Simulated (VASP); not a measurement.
Here is a VASP 6.6.1 calculation.

File INCAR:

```
PREC = Accurate
ENCUT = 520
EDIFF = 1E-7
ISMEAR = -1
SIGMA = 0.05
LREAL = F
LASPH = T
NELM = 100
ALGO = Normal
ISIF = 2
LWAVE = F
LCHARG = T
GGA = PE
IVDW = 12
LELF = T
LVHAR = T
NBANDS = 56
```

Contents of KPOINTS:

```
Automatic mesh
0
Gamma
  5 6 5
```

Contents of POSCAR:

```
HfO2
1.0
    5.2617076189      0.0000000000      0.0000000000
    0.0000000000      5.0444996062      0.0000000000
    0.0000000000      0.0000000000      5.0726512030
Hf O
4 8
Direct
    0.9672374788      0.7328754209      0.7416620285
    0.5327625212      0.7328754209      0.2416620285
    0.4672374788      0.2671245791      0.7416620285
    0.0327625212      0.2671245791      0.2416620285
    0.6325086631      0.9293763419      0.8804420379
    0.8674913369      0.9293763419      0.3804420379
    0.2327923836      0.5398697240      0.4908959336
    0.2672076164      0.5398697240      0.9908959336
    0.7672076164      0.4601302760      0.9908959336
    0.7327923836      0.4601302760      0.4908959336
    0.1325086631      0.0706236581      0.8804420379
    0.3674913369      0.0706236581      0.3804420379
```

Potentials or basis: VASP PAW PBE potentials, release 64 (Hf_pv, O).

Launch:

```sh
$ cat potpaw_PBE.64/Hf_pv/POTCAR potpaw_PBE.64/O/POTCAR > POTCAR
$ mpirun -np 1 vasp_std > vasp.out
```

(1) What does it give for the dispersion energy per atom?

(2) Predict the band gap on the k mesh.

(3) Predict the largest force.

Answers

(1) -0.232 eV.

(2) 4.36 eV, indirect (least direct gap 4.58 eV).

(3) 0.057 eV/Å.

Caveat: spin-orbit coupling is left out, which moves the levels of the heavy elements.
